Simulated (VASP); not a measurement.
A run of VASP 6.6.1 is set up as follows.

The input POSCAR:

```
Si
1.0
    0.0000000000      2.7221220760      2.7221220760
    2.7221220760      0.0000000000      2.7221220760
    2.7221220760      2.7221220760      0.0000000000
Si
2
Direct
    0.7500000000      0.7500000000      0.7500000000
    0.5000000000      0.5000000000      0.5000000000
```

File INCAR.step1:

```
SYSTEM = Si
ALGO = Normal
EDIFF = 1E-4
ENCUT = 520
GGA = PE
ISMEAR = 0
LASPH = .True.
LCHARG = .False.
LREAL = .False.
LWAVE = .True.
NBANDS = 11
NELM = 100
PREC = Accurate
SIGMA = 0.05
```

File INCAR.step2:

```
SYSTEM = Si
ALGO = Normal
EDIFF = 1E-6
ENCUT = 520
ISIF = 2
ISMEAR = 0
ISTART = 1
LASPH = .True.
LCHARG = .False.
LMIXTAU = .True.
LREAL = .False.
LWAVE = .False.
METAGGA = R2SCAN
NBANDS = 11
NELM = 100
PREC = Accurate
SIGMA = 0.05
```

File KPOINTS:

```
k-points
0
Gamma
  14 14 14
  0 0 0
```

Potentials or basis: VASP PAW PBE potentials, release 64 (Si).

Launch:

```bash
$ cat potpaw_PBE.64/Si/POTCAR > POTCAR
$ cp INCAR.step1 INCAR
$ mpirun -np 1 vasp_std > vasp.out
$ cp INCAR.step2 INCAR
$ mpirun -np 1 vasp_std > vasp.out
```

Q: Predict the band gap on the k mesh.

A: 0.79 eV, indirect (least direct gap 2.76 eV).

Q: Predict the pressure.

A: -0.2 GPa.

Caveat: the PAW data sets were made with another functional, which shifts forces and pressure a little. r2SCAN opens gaps a little over a GGA but as a rule still falls short of measured ones.
